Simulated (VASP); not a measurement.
Crystal: Hf.

```
Hf
1.0
     3.19670    0.00000    0.00000
    -1.59835    2.76842    0.00000
     0.00000    0.00000    5.05780
Hf
2
Direct
  0.33333 0.66667 0.25000
  0.66667 0.33333 0.75000
```

```yaml
Program: VASP 6.6.1
Task: relaxation of cell and atoms
Functional: LDA
Potentials_or_basis: VASP PAW LDA potentials, release 64 (Hf_pv)
Cutoff: 600 eV
k_mesh: 8 × 8 × 5
Occupations: fermi-dirac, width 0.05 eV
Spin: no spin polarisation
```

At the start: pressure -7.5 GPa; volume 22.38 Å³/atom.

Task: Where does the relaxation end?

Result: Over 5 steps the energy falls by 36.9 meV/atom and the volume is 20.87 Å³/atom (-6.7 %); space group P6_3/mmc (No. 194, to 0.05 Å).

The path:
| step | energy change (eV) | largest force (eV/Å) | pressure (GPa) | volume (Å³) |
| --- | --- | --- | --- | --- |
| 1 | 0.0000 | 0.0000 | -7.51 | 44.76 |
| 2 | 0.0495 | 0.0000 | 12.13 | 38.31 |
| 3 | -0.0735 | 0.0000 | -0.16 | 41.82 |
| 4 | -0.0735 | 0.0000 | 0.00 | 41.77 |
| 5 | -0.0739 | 0.0000 | 0.01 | 41.75 |

Final structure:
```
CELL_PARAMETERS angstrom
3.11929 0.00000 0.00000
-1.55964 2.70138 0.00000
0.00000 0.00000 4.95430
ATOMIC_POSITIONS crystal
Hf 0.33333 0.66667 0.25000
Hf 0.66667 0.33333 0.75000
```
